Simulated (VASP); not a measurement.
Write the native input for VASP 6.6.1 that does the following.

```yaml
Task: single point
Functional: PBEsol
Potentials_or_basis: VASP PAW PBE potentials, release 64 (Al, Ru_pv)
Cutoff: 520 eV
k_mesh: 14 × 14 × 14
Occupations: gaussian, width 0.1 eV
Spin: no spin polarisation
Dipole_correction: no
Further_INCAR_settings: ALGO = Normal; EDIFF = 1e-07; NBANDS = 16
```

The structure of AlRu lies in POSCAR:

```
AlRu
1.0
    3.0347835810      0.0000000000      0.0000000000
    0.0000000000      3.0347835810      0.0000000000
    0.0000000000      0.0000000000      3.0347835810
Al Ru
1 1
Direct
    0.0000000000      0.0000000000      0.0000000000
    0.5000000000      0.5000000000      0.5000000000
```

This cell differs from its parent crystal: volume scaled by 1.06.

One way to write it, as run:

INCAR

```
SYSTEM = AlRu
PREC = Accurate ; ENCUT = 520
EDIFF = 1E-7 ; ISMEAR = 0
SIGMA = 0.1 ; LREAL = .FALSE.
LASPH = .TRUE. ; NELM = 60
ALGO = Normal ; ISIF = 2
LWAVE = .FALSE. ; LCHARG = .TRUE.
GGA = PS ; LELF = .TRUE.
LVHAR = .TRUE. ; NBANDS = 16
```

KPOINTS

```
regular mesh
0
G
  14 14 14
  0 0 0
```

Potentials or basis: VASP PAW PBE potentials, release 64 (Al, Ru_pv).

Command:

```bash
$ cat potpaw_PBE.64/Al/POTCAR potpaw_PBE.64/Ru_pv/POTCAR > POTCAR
$ mpirun -np 1 vasp_std > vasp.out
```

It gave:

```
Pressure : -11.2 GPa
```

Caveat: the PAW data sets were made with another functional, which shifts forces and pressure a little.

Wall time 27 s on 1 thread of Intel(R) Xeon(R) Platinum 8259CL CPU @ 2.50GHz (Skylake/Cascade Lake) (shared host), peak memory 0.17 GiB.
